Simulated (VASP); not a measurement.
# Nb (Im-3m) in VASP: notebook

The runs below take Nb through single point, with PBE.

All numbers are computed with VASP 6.6.1; they aren't measurements. Logs are shortened: lines on timing, memory, paths and dates and some standing lists are left out, and cuts for length are marked.

## Step 1: The cell of the first run

The structure is cubic, space group Im-3m (No. 229). Conventional cell: a = 3.237 Å, b = 3.237 Å, c = 3.237 Å, α = 90.00°, β = 90.00°, γ = 90.00°. Within 3.7 Å of Nb (site symmetry m-3m) lie 14 Nb at 2.80 to 3.24 Å.

## Step 2: Single point, PBE

INCAR

```
SYSTEM = Nb
PREC = Accurate ; ENCUT = 500
EDIFF = 1E-6 ; ISMEAR = 1
SIGMA = 0.05 ; LREAL = .FALSE.
LASPH = .TRUE. ; NELM = 120
ALGO = Normal ; ISIF = 2
LWAVE = .FALSE. ; LCHARG = .TRUE.
GGA = PE ; LELF = .TRUE.
LVHAR = .TRUE. ; NBANDS = 12
GGA_COMPAT = .FALSE.
```

KPOINTS

```
Automatic mesh
0
G
  10 10 10
  0 0 0
```

POSCAR

```
Nb
1.0
   -1.6183391774      1.6183391774      1.6183391774
    1.6183391774     -1.6183391774      1.6183391774
    1.6183391774      1.6183391774     -1.6183391774
Nb
1
Direct
    0.0000000000      0.0000000000      0.0000000000
```

Potentials or basis: VASP PAW PBE potentials, release 64 (Nb_sv).

Started as:

```
$ cat potpaw_PBE.64/Nb_sv/POTCAR > POTCAR
$ mpirun -np 1 vasp_std > vasp.out
```

OUTCAR:

```text
SYSTEM = Nb
   PREC = Accurate
   ENCUT = 500
   EDIFF = 1E-6
   ISMEAR = 1
   LREAL = .FALSE.
   LASPH = .TRUE.
   NELM = 120
   ISIF = 2
   GGA = PE

 ion  position               nearest neighbor table
   1  0.000  0.000  0.000-

  LATTYP: Found a body centered cubic cell.
 ALAT       =     3.2366783548

  Lattice vectors:

 A1 = (  -1.6183391774,   1.6183391774,   1.6183391774)
 A2 = (   1.6183391774,  -1.6183391774,   1.6183391774)
 A3 = (   1.6183391774,   1.6183391774,  -1.6183391774)

Analysis of symmetry for initial positions (statically):
=====================================================================
 Subroutine PRICEL returns:
 Original cell was already a primitive cell.

 Routine SETGRP: Setting up the symmetry group for a
 body centered cubic supercell.

 Subroutine GETGRP returns: Found 48 space group operations
 (whereof 48 operations were pure point group operations)
 out of a pool of 48 trial point group operations.

The static configuration has the point symmetry O_h .

Analysis of symmetry for dynamics (positions and initial velocities):
=====================================================================
 Subroutine PRICEL returns:
 Original cell was already a primitive cell.

 Routine SETGRP: Setting up the symmetry group for a
 body centered cubic supercell.

 Subroutine GETGRP returns: Found 48 space group operations
 (whereof 48 operations were pure point group operations)
 out of a pool of 48 trial point group operations.

The dynamic configuration has the point symmetry O_h .

 Subroutine INISYM returns: Found 48 space group operations
 (whereof 48 operations are pure point group operations),
 and found     1 'primitive' translations

----------------------------------------------------------------------------------------

                                     Primitive cell

  volume of cell :      16.9539

  direct lattice vectors                    reciprocal lattice vectors
    -1.618339177  1.618339177  1.618339177     0.000000000  0.308958720  0.308958720
     1.618339177 -1.618339177  1.618339177     0.308958720  0.000000000  0.308958720
     1.618339177  1.618339177 -1.618339177     0.308958720  0.308958720  0.000000000

  length of vectors
     2.803045679  2.803045679  2.803045679     0.436933611  0.436933611  0.436933611

[... 77 lines left out ...]
   NELM   =    120;   NELMIN=  2; NELMDL= -5     # of ELM steps
   EDIFF  = 0.1E-05   stopping-criterion for ELM
   LREAL  =      F    real-space projection
[... 7 lines left out ...]
   TEBEG  =    0.0;   TEEND  =   0.0 temperature during run
   PSTRESS=    0.0 pullay stress
   NELECT =      13.0000    total number of electrons
   NUPDOWN=      -1.0000    fix difference up-down
   EMIN   =  10.00;   EMAX   =-10.00  energy-range for DOS
   EFERMI =   0.00;   METHOD = LEGACY
   ISMEAR =     1;   SIGMA  =   0.05  broadening in eV -4-tet -1-fermi 0-gaus
   EFERMI_NEDOS =   21; number of points for ismear=-14 and -15
   IALGO  =     38    algorithm
   IMIX   =      4    mixing-type and parameters
     AMIX     =   0.40;   BMIX     =  1.00
     AMIX_MAG =   1.60;   BMIX_MAG =  1.00
  volume/ion in A,a.u.               =      16.95       114.41
  Fermi-wavevector in a.u.,A,eV,Ry     =   1.498418  2.831600 30.548582  2.245257
  Thomas-Fermi vector in A             =   2.610180
   LORBIT       =      0    0 simple, 1 ext, 2 COOP (PROOUT), +10 PAW based schemes
   GGA     = PE    functional components
   LHFCALC =     F    Hartree Fock is set to
   AEXX    =    0.0000 exact exchange contribution
   IVDW    =     0    specifies the selected vdW correction
   LEPSILON=     F    determine dielectric tensor
   LRPA    =     F    only Hartree local field effects (RPA)
 non-spin polarized calculation
 Methfessel and Paxton  Order N= 1 SIGMA  =   0.05
  energy-cutoff  :      500.00
  volume of cell :       16.95
 maximum number of plane-waves:       445
   NGX = 11   NGY = 11   NGZ = 11

 number of electron      12.9999998 magnetization

 Free energy of the ion-electron system (eV)
  ---------------------------------------------------
  ext. energy  EPLUGINS =         0.00000000
  ---------------------------------------------------
  free energy    TOTEN  =       -10.14661786 eV

  energy without entropy =      -10.14584725  energy(sigma->0) =      -10.14636099

 E-fermi :  12.0730     XC(G=0): -12.8149

 val. band max:       12.0493741930   @ k =  -0.2000   0.2000   0.1000
 cond. band min:      12.0754841613   @ k =   0.3000   0.2000   0.1000
 fundamental gap:      0.0261099683
 Fermi energy:        12.0730167334

 k-point     1 :       0.0000    0.0000    0.0000
  band No.  band energies     occupation
      1     -42.2427      2.00000
      2     -17.3973      2.00000
      3     -17.3973      2.00000
      4     -17.3973      2.00000
      5       6.0039      2.00000
      6      12.3968     -0.00000
      7      12.3968     -0.00000
      8      12.3968     -0.00000
      9      15.5119      0.00000
     10      15.5119      0.00000
     11      26.4305      0.00000
     12      26.4305      0.00000
[... 331 lines left out ...]
 k-point    24 :      -0.3000    0.3000    0.1000
  band No.  band energies     occupation
      1     -42.0165      2.00000
      2     -18.4749      2.00000
      3     -17.7934      2.00000
      4     -17.5299      2.00000
      5       8.6699      2.00000
      6      11.2628      2.00000
      7      11.7560      2.00000
      8      14.2501      0.00000
      9      15.7368      0.00000
     10      16.5818      0.00000
     11      26.3232      0.00000
     12      28.5076      0.00000

 [... further k-points ...]

------------------------ aborting loop because EDIFF is reached ----------------------------------------

  FORCE on cell =-STRESS in cart. coord.  units (eV):
  Direction    XX          YY          ZZ          XY          YZ          ZX
  --------------------------------------------------------------------------------------
  -------------------------------------------------------------------------------------
  Total        1.3105954      1.3105954      1.3105954     -0.0000000      0.0000000     -0.0000000
  in kB      123.8541534    123.8541534    123.8541534     -0.0000000      0.0000000     -0.0000000
  external PRESSURE =     123.8541534 kB  Pullay stress =       0.0000000 kB

 VOLUME and BASIS-vectors are now :
 -----------------------------------------------------------------------------
  energy-cutoff  :      500.00
  volume of cell :       16.95
      direct lattice vectors                 reciprocal lattice vectors
    -1.618339177  1.618339177  1.618339177     0.000000000  0.308958720  0.308958720
     1.618339177 -1.618339177  1.618339177     0.308958720  0.000000000  0.308958720
     1.618339177  1.618339177 -1.618339177     0.308958720  0.308958720  0.000000000

 POSITION                                       TOTAL-FORCE (eV/Angst)
 -----------------------------------------------------------------------------------
      0.00000      0.00000      0.00000        -0.000000      0.000000     -0.000000
 -----------------------------------------------------------------------------------
    total drift:                                0.000000     -0.000000      0.000000

  FREE ENERGIE OF THE ION-ELECTRON SYSTEM (eV)
  ---------------------------------------------------
  free  energy   TOTEN  =       -10.1466178607 eV

  energy  without entropy=      -10.1458472531  energy(sigma->0) =      -10.14636099
```

OSZICAR:

```text
N       E                     dE             d eps       ncg     rms          rms(c)
DAV:   1     0.117157508582E+03    0.11716E+03   -0.71409E+03  1128   0.105E+03
DAV:   2    -0.598357613930E+01   -0.12314E+03   -0.11905E+03  1228   0.391E+02
DAV:   3    -0.102957751994E+02   -0.43122E+01   -0.41265E+01  1668   0.645E+01
DAV:   4    -0.104974891761E+02   -0.20171E+00   -0.20010E+00  1472   0.130E+01
DAV:   5    -0.105065250026E+02   -0.90358E-02   -0.90357E-02  1688   0.219E+00    0.782E+00
DAV:   6    -0.101783425113E+02    0.32818E+00   -0.51024E-01  1804   0.920E+00    0.284E+00
DAV:   7    -0.101405831787E+02    0.37759E-01   -0.17552E-01  1860   0.538E+00    0.923E-01
DAV:   8    -0.101465351878E+02   -0.59520E-02   -0.12090E-02  1296   0.144E+00    0.535E-02
DAV:   9    -0.101466071267E+02   -0.71939E-04   -0.10898E-03  1804   0.316E-01    0.459E-02
DAV:  10    -0.101466254512E+02   -0.18324E-04   -0.34234E-05  1360   0.755E-02    0.183E-02
DAV:  11    -0.101466180242E+02    0.74270E-05   -0.65440E-06  1444   0.440E-02    0.277E-03
DAV:  12    -0.101466178607E+02    0.16348E-06   -0.17629E-07   776   0.536E-03
   1 F= -.10146618E+02 E0= -.10146361E+02  d E =-.770608E-03
```

stdout:

```text
POSCAR found type information on POSCAR Nb
 POSCAR found :  1 types and       1 ions
 scaLAPACK will be used
 LDA part: xc-table for (Slater+PW92), standard interpolation
 POSCAR, INCAR and KPOINTS ok, starting setup
 FFT: planning ... GRIDC
 FFT: planning ... GRID_SOFT
 FFT: planning ... GRID
 WAVECAR not read
 entering main loop
```

It took 11 s on 1 thread of Intel Xeon 8259CL, shared host; peak memory 0.13 GiB.

What came out:

```yaml
Free_energy: -10.1466 eV
Pressure: 12.4 GPa
```

## Step 3: Single point, PBE

This run uses another cell than the first one, of 17.45 Å³/atom, 1.029 times its volume.

INCAR

```
SYSTEM = Nb
PREC     = Accurate       ! precision mode
ENCUT    = 500            ! plane-wave cutoff, eV
EDIFF    = 1E-6           ! SCF threshold, eV
ISMEAR   = 1              ! smearing method
SIGMA    = 0.05           ! smearing width, eV
LREAL    = .FALSE.        ! projectors in reciprocal space
LASPH    = .TRUE.         ! aspherical terms in the spheres
NELM     = 120            ! most SCF steps
ALGO     = Normal         ! electronic algorithm
ISIF     = 2              ! what is computed and relaxed
LWAVE    = .FALSE.        ! write WAVECAR
LCHARG   = .FALSE.        ! write CHGCAR
GGA      = PE             ! functional
NBANDS   = 12             ! bands
GGA_COMPAT= .FALSE.
```

KPOINTS

```
regular mesh
0
G
  10 10 10
  0 0 0
```

POSCAR

```
Nb
1.0
   -1.6338266177      1.6338266177      1.6338266177
    1.6338266177     -1.6338266177      1.6338266177
    1.6338266177      1.6338266177     -1.6338266177
Nb
1
Direct
    0.0000000000      0.0000000000      0.0000000000
```

Potentials or basis: VASP PAW PBE potentials, release 64 (Nb_sv).

Started as:

```
$ cat potpaw_PBE.64/Nb_sv/POTCAR > POTCAR
$ mpirun -np 1 vasp_std > vasp.out
```

Wall time 12 s (1 thread of Intel Xeon 8259CL, shared host); peak memory 0.14 GiB.

The run converged. Its results:

| Property | Result |
| --- | --- |
| Free energy | -10.1773 eV |
| Pressure | 7.2 GPa |

Levels at points of the mesh, in eV from the Fermi level:
```csv
k point,band 3,band 4,band 5,band 6,band 7,band 8,band 9,band 10
"(0.00, 0.00, 0.00)",-29.55,-29.55,-6.00,0.36,0.36,0.36,3.38,3.38
"(0.50, 0.00, 0.00)",-30.02,-29.57,-3.85,-1.75,2.45,3.43,4.14,6.64
"(0.50, 0.50, 0.50)",-30.57,-30.57,-3.91,-3.91,5.83,5.83,5.83,9.36
```

## Step 4: Single point, PBE

This run uses another cell than the first one, of 17.94 Å³/atom, 1.058 times its volume.

INCAR

```
  PREC = Accurate
  ENCUT = 500
  EDIFF = 1E-6
  ISMEAR = 1
  SIGMA = 0.05
  LREAL = F
  LASPH = T
  NELM = 120
  ALGO = Normal
  ISIF = 2
  LWAVE = F
  LCHARG = F
  GGA = PE
  NBANDS = 12
  GGA_COMPAT = F
```

KPOINTS

```
regular mesh
0
Gamma
  10 10 10
```

POSCAR

```
Nb
1.0
   -1.6490258777      1.6490258777      1.6490258777
    1.6490258777     -1.6490258777      1.6490258777
    1.6490258777      1.6490258777     -1.6490258777
Nb
1
Direct
    0.0000000000      0.0000000000      0.0000000000
```

Started as:

```
$ cat potpaw_PBE.64/Nb_sv/POTCAR > POTCAR
$ mpirun -np 1 vasp_std > vasp.out
```

It took 13 s on 1 thread of Intel Xeon 8259CL, shared host; peak memory 0.14 GiB.

It converged, with:

```
Free energy : -10.1919 eV
Pressure    : 2.1 GPa
```

Levels at points of the mesh, in eV from the Fermi level:
| k point | band 3 | band 4 | band 5 | band 6 | band 7 | band 8 | band 9 | band 10 |
| --- | --- | --- | --- | --- | --- | --- | --- | --- |
| (0.00, 0.00, 0.00) | -29.63 | -29.63 | -5.94 | 0.38 | 0.38 | 0.38 | 3.31 | 3.31 |
| (0.50, 0.00, 0.00) | -30.07 | -29.65 | -3.72 | -1.65 | 2.32 | 3.34 | 4.03 | 6.43 |
| (0.50, 0.50, 0.50) | -30.57 | -30.57 | -3.73 | -3.73 | 5.65 | 5.65 | 5.65 | 9.13 |

## Step 5: Single point, PBE

This run uses another cell than the first one, of 18.43 Å³/atom, 1.087 times its volume.

INCAR

```
  ALGO = Normal
  EDIFF = 1E-6
  ENCUT = 500
  GGA = PE
  GGA_COMPAT = False
  ISIF = 2
  ISMEAR = 1
  LASPH = True
  LCHARG = False
  LREAL = False
  LWAVE = False
  NBANDS = 12
  NELM = 120
  PREC = Accurate
  SIGMA = 0.05
```

KPOINTS

```
k-points
0
Gamma
  10 10 10
```

POSCAR

```
Nb
1.0
   -1.6639500000      1.6639500000      1.6639500000
    1.6639500000     -1.6639500000      1.6639500000
    1.6639500000      1.6639500000     -1.6639500000
Nb
1
Direct
    0.0000000000      0.0000000000      0.0000000000
```

Potentials or basis: VASP PAW PBE potentials, release 64 (Nb_sv).

Started as:

```
$ cat potpaw_PBE.64/Nb_sv/POTCAR > POTCAR
$ mpirun -np 1 vasp_std > vasp.out
```

OUTCAR:

```text
EDIFF = 1E-6
   ENCUT = 500
   GGA = PE
   ISIF = 2
   ISMEAR = 1
   LASPH = True
   LREAL = False
   NELM = 120
   PREC = Accurate

 ion  position               nearest neighbor table
   1  0.000  0.000  0.000-

  LATTYP: Found a body centered cubic cell.
 ALAT       =     3.3279000000

  Lattice vectors:

 A1 = (  -1.6639500000,   1.6639500000,   1.6639500000)
 A2 = (   1.6639500000,  -1.6639500000,   1.6639500000)
[... 539 lines left out ...]
     11      24.5513      0.00000
     12      26.2842      0.00000

 [... further k-points ...]

------------------------ aborting loop because EDIFF is reached ----------------------------------------

  FORCE on cell =-STRESS in cart. coord.  units (eV):
  Direction    XX          YY          ZZ          XY          YZ          ZX
  --------------------------------------------------------------------------------------
  -------------------------------------------------------------------------------------
  Total       -0.3232819     -0.3232819     -0.3232819      0.0000000     -0.0000000      0.0000000
  in kB      -28.1067821    -28.1067821    -28.1067821      0.0000000     -0.0000000      0.0000000
  external PRESSURE =     -28.1067821 kB  Pullay stress =       0.0000000 kB

 VOLUME and BASIS-vectors are now :
 -----------------------------------------------------------------------------
  energy-cutoff  :      500.00
  volume of cell :       18.43
      direct lattice vectors                 reciprocal lattice vectors
    -1.663950000  1.663950000  1.663950000     0.000000000  0.300489798  0.300489798
     1.663950000 -1.663950000  1.663950000     0.300489798  0.000000000  0.300489798
     1.663950000  1.663950000 -1.663950000     0.300489798  0.300489798  0.000000000

 POSITION                                       TOTAL-FORCE (eV/Angst)
 -----------------------------------------------------------------------------------
      0.00000      0.00000      0.00000        -0.000000      0.000000     -0.000000
 -----------------------------------------------------------------------------------
    total drift:                                0.000000      0.000000     -0.000000

  FREE ENERGIE OF THE ION-ELECTRON SYSTEM (eV)
  ---------------------------------------------------
  free  energy   TOTEN  =       -10.1912562952 eV

  energy  without entropy=      -10.1917802480  energy(sigma->0) =      -10.19143095
```

OSZICAR:

```text
N       E                     dE             d eps       ncg     rms          rms(c)
DAV:   1     0.116281179060E+03    0.11628E+03   -0.72607E+03  1128   0.105E+03
DAV:   2    -0.589024959177E+01   -0.12217E+03   -0.11797E+03  1208   0.385E+02
DAV:   3    -0.103920435668E+02   -0.45018E+01   -0.43149E+01  1688   0.638E+01
DAV:   4    -0.106275168845E+02   -0.23547E+00   -0.23139E+00  1552   0.137E+01
DAV:   5    -0.106337097559E+02   -0.61929E-02   -0.61903E-02  1664   0.198E+00    0.690E+00
DAV:   6    -0.102257080018E+02    0.40800E+00   -0.61811E-01  1788   0.998E+00    0.233E+00
DAV:   7    -0.101862942782E+02    0.39414E-01   -0.15354E-01  1864   0.488E+00    0.906E-01
DAV:   8    -0.101914203392E+02   -0.51261E-02   -0.15274E-02  1456   0.167E+00    0.161E-01
DAV:   9    -0.101912584164E+02    0.16192E-03   -0.10063E-03  1492   0.338E-01    0.473E-02
DAV:  10    -0.101912648417E+02   -0.64254E-05   -0.34593E-05  1392   0.612E-02    0.150E-02
DAV:  11    -0.101912563156E+02    0.85261E-05   -0.61729E-06  1520   0.403E-02    0.340E-03
DAV:  12    -0.101912562952E+02    0.20386E-07   -0.21918E-07   780   0.744E-03
   1 F= -.10191256E+02 E0= -.10191431E+02  d E =0.523953E-03
```

stdout:

```text
POSCAR found type information on POSCAR Nb
 POSCAR found :  1 types and       1 ions
 scaLAPACK will be used
 LDA part: xc-table for (Slater+PW92), standard interpolation
 POSCAR, INCAR and KPOINTS ok, starting setup
 FFT: planning ... GRIDC
 FFT: planning ... GRID_SOFT
 FFT: planning ... GRID
 WAVECAR not read
 entering main loop
```

Run time: 14 s. Hardware: 1 thread of Intel Xeon 8259CL, shared host; peak memory 0.14 GiB.

What came out:

| Item | Value |
| --- | --- |
| Free energy | -10.1913 eV |
| Pressure | -2.8 GPa |

## Step 6: The runs side by side

| cell | gap on the mesh (eV) | pressure (GPa) |
| --- | --- | --- |
| a = 2.803 Å, angles 109.5°, 1 atom | none | 12.4 |
| a = 2.830 Å, angles 109.5°, 1 atom | none | 7.2 |
| a = 2.856 Å, angles 109.5°, 1 atom | none | 2.1 |
| a = 2.882 Å, angles 109.5°, 1 atom | none | -2.8 |

Alike in all rows: task single point; level PBE; potentials or basis VASP PAW PBE potentials, release 64 (Nb_sv); no spin polarisation; k mesh 10 × 10 × 10; cutoff (eV) 500; smearing methfessel-paxton 0.05 eV.

Absolute energies hang on the potentials; compare differences alone.
